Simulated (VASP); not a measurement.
# CoO (Fm-3m) in VASP: single point with PBE

Aim: the single point of CoO with PBE.

Program: VASP 6.6.1. These are calculated values, not measurements. Logs are shortened: lines on timing, memory, paths and dates and some standing lists are left out, and cuts for length are marked.

### 1 The cell of the first run

It takes space group Fm-3m (No. 225, cubic). The conventional cell has a = 4.263 Å, b = 4.263 Å, c = 4.263 Å, α = 90.00°, β = 90.00°, γ = 90.00°. Co (site symmetry m-3m) has 6 O at 2.13 Å within 2.8 Å. Within 2.8 Å of O (site symmetry m-3m) lie 6 Co at 2.13 Å.

### 2 Single point, PBE, collinear spin, ferromagnetic start

Contents of INCAR:

```
SYSTEM = CoO
PREC = Accurate ; ENCUT = 520
EDIFF = 1E-7 ; ISMEAR = 0
SIGMA = 0.05 ; LREAL = .FALSE.
LASPH = .TRUE. ; NELM = 150
ALGO = Normal ; ISIF = 2
LWAVE = .FALSE. ; LCHARG = .FALSE.
ISPIN = 2 ; MAGMOM = 3 0
LORBIT = 11 ; LMAXMIX = 4
GGA = PE ; NBANDS = 18
```

Contents of KPOINTS:

```
regular mesh
0
G
  8 8 8
  0 0 0
```

Contents of POSCAR:

```
CoO
1.0
    0.0000000000      2.1315000000      2.1315000000
    2.1315000000      0.0000000000      2.1315000000
    2.1315000000      2.1315000000      0.0000000000
Co O
1 1
Direct
    0.0000000000      0.0000000000      0.0000000000
    0.5000000000      0.5000000000      0.5000000000
```

Potentials or basis: VASP PAW PBE potentials, release 64 (Co, O).

Run with:

```bash
cat potpaw_PBE.64/Co/POTCAR potpaw_PBE.64/O/POTCAR > POTCAR
mpirun -np 1 vasp_std > vasp.out
```

OUTCAR:

```text
SYSTEM = CoO
   PREC = Accurate
   ENCUT = 520
   EDIFF = 1E-7
   ISMEAR = 0
   LREAL = .FALSE.
   LASPH = .TRUE.
   NELM = 150
   ISIF = 2
   ISPIN = 2
   LORBIT = 11
   GGA = PE

 ion  position               nearest neighbor table
   1  0.000  0.000  0.000-   2 2.13   2 2.13   2 2.13   2 2.13   2 2.13   2 2.13
   2  0.500  0.500  0.500-   1 2.13   1 2.13   1 2.13   1 2.13   1 2.13   1 2.13

  LATTYP: Found a face centered cubic cell.
 ALAT       =     4.2630000000

  Lattice vectors:

 A1 = (   0.0000000000,   2.1315000000,   2.1315000000)
 A2 = (   2.1315000000,   0.0000000000,   2.1315000000)
 A3 = (   2.1315000000,   2.1315000000,   0.0000000000)

Analysis of symmetry for initial positions (statically):
=====================================================================
 Subroutine PRICEL returns:
 Original cell was already a primitive cell.

 Routine SETGRP: Setting up the symmetry group for a
 face centered cubic supercell.

 Subroutine GETGRP returns: Found 48 space group operations
 (whereof 48 operations were pure point group operations)
 out of a pool of 48 trial point group operations.

The static configuration has the point symmetry O_h .

Analysis of symmetry for dynamics (positions and initial velocities):
=====================================================================
 Subroutine PRICEL returns:
 Original cell was already a primitive cell.

 Routine SETGRP: Setting up the symmetry group for a
 face centered cubic supercell.

 Subroutine GETGRP returns: Found 48 space group operations
 (whereof 48 operations were pure point group operations)
 out of a pool of 48 trial point group operations.

The dynamic configuration has the point symmetry O_h .

Analysis of structural, dynamic, and magnetic symmetry:
=====================================================================
 Subroutine PRICEL returns:
 Original cell was already a primitive cell.

 Routine SETGRP: Setting up the symmetry group for a
 face centered cubic supercell.

 Subroutine GETGRP returns: Found 48 space group operations
 (whereof 48 operations were pure point group operations)
 out of a pool of 48 trial point group operations.

The overall configuration has the point symmetry O_h .

 Subroutine INISYM returns: Found 48 space group operations
 (whereof 48 operations are pure point group operations),
 and found     1 'primitive' translations

----------------------------------------------------------------------------------------

                                     Primitive cell

  volume of cell :      19.3681

  direct lattice vectors                    reciprocal lattice vectors
     0.000000000  2.131500000  2.131500000    -0.234576589  0.234576589  0.234576589
     2.131500000  0.000000000  2.131500000     0.234576589 -0.234576589  0.234576589
     2.131500000  2.131500000  0.000000000     0.234576589  0.234576589 -0.234576589

  length of vectors
     3.014396208  3.014396208  3.014396208     0.406298571  0.406298571  0.406298571

  position of ions in fractional coordinates (direct lattice)
     0.000000000  0.000000000  0.000000000
     0.500000000  0.500000000  0.500000000

  ion indices of the primitive-cell ions
   primitive index   ion index
                 1           1
                 2           2

----------------------------------------------------------------------------------------

 KPOINTS: regular mesh

Automatic generation of k-mesh.
 Grid dimensions read from file:
 generate k-points for:    8    8    8

 Generating k-lattice:

  Cartesian coordinates                     Fractional coordinates (reciprocal lattice)
    -0.029322074  0.029322074  0.029322074     0.125000000  0.000000000  0.000000000
     0.029322074 -0.029322074  0.029322074     0.000000000  0.125000000  0.000000000
     0.029322074  0.029322074 -0.029322074     0.000000000  0.000000000  0.125000000

  Length of vectors
     0.050787321  0.050787321  0.050787321

  Shift w.r.t. Gamma in fractional coordinates (k-lattice)
     0.000000000  0.000000000  0.000000000

 Subroutine IBZKPT returns following result:
 ===========================================

 Found     29 irreducible k-points:

 Following reciprocal coordinates:
            Coordinates               Weight
  0.000000  0.000000  0.000000      1.000000
  0.125000  0.000000  0.000000      8.000000
  0.250000  0.000000  0.000000      8.000000
  0.375000  0.000000  0.000000      8.000000
  0.500000  0.000000  0.000000      4.000000
  0.125000  0.125000  0.000000      6.000000
[... 16 lines left out ...]
  0.500000  0.250000  0.125000     48.000000
 -0.375000  0.250000  0.125000     24.000000
 [... further k-points ...]
   k-points           NKPTS =     29   k-points in BZ     NKDIM =     29   number of bands    NBANDS=     18
   number of dos      NEDOS =    301   number of ions     NIONS =      2
   total plane-waves  NPLWV =  13824
   dimension x,y,z NGX =    24 NGY =   24 NGZ =   24
   dimension x,y,z NGXF=    48 NGYF=   48 NGZF=   48
   ions per type =               1   1
   NGX,Y,Z   is equivalent  to a cutoff of  13.24, 13.24, 13.24 a.u.
   NGXF,Y,Z  is equivalent  to a cutoff of  26.47, 26.47, 26.47 a.u.
 SYSTEM =  CoO
   PREC   = accura    normal or accurate (medium, high low for compatibility)
   ISTART =      0    job   : 0-new  1-cont  2-samecut
   ICHARG =      2    charge: 1-file 2-atom 10-const
   ISPIN  =      2    spin polarized calculation?
   LNONCOLLINEAR =      F non collinear calculations
   LSORBIT =      F    spin-orbit coupling
   LASPH  =      T    aspherical Exc in radial PAW
   ENCUT  =  520.0 eV  38.22 Ry    6.18 a.u.   5.60  5.60  5.60*2*pi/ulx,y,z
   NELM   =    150;   NELMIN=  2; NELMDL= -5     # of ELM steps
   EDIFF  = 0.1E-06   stopping-criterion for ELM
   LREAL  =      F    real-space projection
   EDIFFG = 0.1E-05   stopping-criterion for IOM
   NSW    =      0    number of steps for IOM
   IBRION =     -1    ionic relax: 0-MD 1-quasi-New 2-CG
   NFREE  =      0    steps in history (QN), initial steepest desc. (CG)
   ISIF   =      2    stress and relaxation
   ISYM   =      2    0-nonsym 1-usesym 2-fastsym
   POTIM  = 0.5000    time-step for ionic-motion
   TEBEG  =    0.0;   TEEND  =   0.0 temperature during run
   PSTRESS=    0.0 pullay stress
   NELECT =      15.0000    total number of electrons
   NUPDOWN=      -1.0000    fix difference up-down
   EMIN   =  10.00;   EMAX   =-10.00  energy-range for DOS
   EFERMI =   0.00;   METHOD = LEGACY
   ISMEAR =     0;   SIGMA  =   0.05  broadening in eV -4-tet -1-fermi 0-gaus
   EFERMI_NEDOS =   21; number of points for ismear=-14 and -15
   IALGO  =     38    algorithm
   IMIX   =      4    mixing-type and parameters
     AMIX     =   0.40;   BMIX     =  1.00
     AMIX_MAG =   1.60;   BMIX_MAG =  1.00
  volume/ion in A,a.u.               =       9.68        65.35
  Fermi-wavevector in a.u.,A,eV,Ry     =   1.503407  2.841027 30.752334  2.260233
  Thomas-Fermi vector in A             =   2.614521
   LORBIT       =     11    0 simple, 1 ext, 2 COOP (PROOUT), +10 PAW based schemes
   GGA     = PE    functional components
   LHFCALC =     F    Hartree Fock is set to
   AEXX    =    0.0000 exact exchange contribution
   IVDW    =     0    specifies the selected vdW correction
   LEPSILON=     F    determine dielectric tensor
   LRPA    =     F    only Hartree local field effects (RPA)
 spin polarized calculation
 Gauss-broadening in eV      SIGMA  =   0.05
  energy-cutoff  :      520.00
  volume of cell :       19.37
 maximum number of plane-waves:       544
 NGX is ok and might be reduce to    24
   NGX = 11   NGY = 11   NGZ = 11

 number of electron      15.0000007 magnetization       2.8588760

 Free energy of the ion-electron system (eV)
  ---------------------------------------------------
  ext. energy  EPLUGINS =         0.00000000
  ---------------------------------------------------
  free energy    TOTEN  =       -13.04834091 eV

  energy without entropy =      -13.04343241  energy(sigma->0) =      -13.04588666

 E-fermi :   7.8721     XC(G=0): -12.3960

 val. band max:        7.8693297426   @ k =  -0.2500   0.2500   0.0000
 cond. band min:       7.9007360772   @ k =   0.3750   0.2500   0.0000
 fundamental gap:      0.0314063346
 Fermi energy:         7.8720555363

 spin component 1

 k-point     1 :       0.0000    0.0000    0.0000
  band No.  band energies     occupation
      1     -12.2999      1.00000
      2       4.6386      1.00000
      3       4.6386      1.00000
      4       4.7623      1.00000
      5       4.7623      1.00000
      6       4.7623      1.00000
[... 10 lines left out ...]
     17      29.3066      0.00000
     18      32.7851      0.00000
[... 463 lines left out ...]
 k-point    24 :      -0.3750    0.2500    0.1250
  band No.  band energies     occupation
      1     -11.0150      1.00000
      2       0.4910      1.00000
      3       1.8454      1.00000
      4       2.0748      1.00000
      5       5.3368      1.00000
      6       5.5702      1.00000
[... 10 lines left out ...]
     17      35.8039      0.00000
     18      37.0224      0.00000

 [... further k-points ...]

 spin component 2

 k-point     1 :       0.0000    0.0000    0.0000
  band No.  band energies     occupation
      1     -11.8214      1.00000
      2       5.2947      1.00000
      3       5.2947      1.00000
      4       5.2947      1.00000
      5       6.7762      1.00000
      6       6.7763      1.00000
[... 10 lines left out ...]
     17      30.2537      0.00000
     18      33.5916      0.00000
[... 463 lines left out ...]
 k-point    24 :      -0.3750    0.2500    0.1250
  band No.  band energies     occupation
      1     -10.4841      1.00000
      2       1.0330      1.00000
      3       2.7662      1.00000
      4       3.3068      1.00000
      5       7.5438      1.00000
      6       7.6371      1.00000
[... 10 lines left out ...]
     17      36.1508      0.00000
     18      37.6348      0.00000

 [... further k-points ...]
[... 5 lines left out ...]
  --------------------------------------------------------------------------------------
  -------------------------------------------------------------------------------------
  Total       -0.3629910     -0.3629910     -0.3629910     -0.0000000     -0.0000000      0.0000000
  in kB      -30.0275851    -30.0275851    -30.0275851     -0.0000000     -0.0000000      0.0000000
  external PRESSURE =     -30.0275851 kB  Pullay stress =       0.0000000 kB

 VOLUME and BASIS-vectors are now :
 -----------------------------------------------------------------------------
  energy-cutoff  :      520.00
  volume of cell :       19.37
      direct lattice vectors                 reciprocal lattice vectors
     0.000000000  2.131500000  2.131500000    -0.234576589  0.234576589  0.234576589
     2.131500000  0.000000000  2.131500000     0.234576589 -0.234576589  0.234576589
     2.131500000  2.131500000  0.000000000     0.234576589  0.234576589 -0.234576589

 POSITION                                       TOTAL-FORCE (eV/Angst)
 -----------------------------------------------------------------------------------
      0.00000      0.00000      0.00000        -0.000000     -0.000000     -0.000000
      2.13150      2.13150      2.13150         0.000000      0.000000      0.000000
 -----------------------------------------------------------------------------------
    total drift:                                0.000000     -0.000000     -0.000000

  FREE ENERGIE OF THE ION-ELECTRON SYSTEM (eV)
  ---------------------------------------------------
  free  energy   TOTEN  =       -13.0483409086 eV

  energy  without entropy=      -13.0434324089  energy(sigma->0) =      -13.04588666

 total charge

# of ion       s       p       d       tot
------------------------------------------
    1        0.293   0.354   7.145   7.792
    2        1.556   3.420   0.000   4.976
--------------------------------------------------
tot          1.849   3.774   7.145  12.768

 magnetization (x)

# of ion       s       p       d       tot
------------------------------------------
    1        0.021   0.018   2.489   2.527
    2        0.028   0.255   0.000   0.283
--------------------------------------------------
tot          0.049   0.272   2.489   2.810
```

It took 11 s on 1 thread of Intel Xeon 6975P-C (Granite Rapids), shared host; peak memory 0.15 GiB.

What came out:

* Free energy: -13.0483 eV
* Pressure: -3.0 GPa
* Net moment: 2.86 μB per cell
* Site moments: Co +2.53; O +0.28 μB
* Valence electrons inside the program's atomic spheres: Co 7.79; O 4.98

Caveat: a cell with one magnetic atom can't hold antiferromagnetic order, which such compounds often take; semilocal functionals often make such compounds metallic where correlation or magnetic order opens a gap, which also shifts bond lengths. With open d or f shells a metallic result of PBE can be an artefact of self-interaction; +U or a hybrid may open a gap.
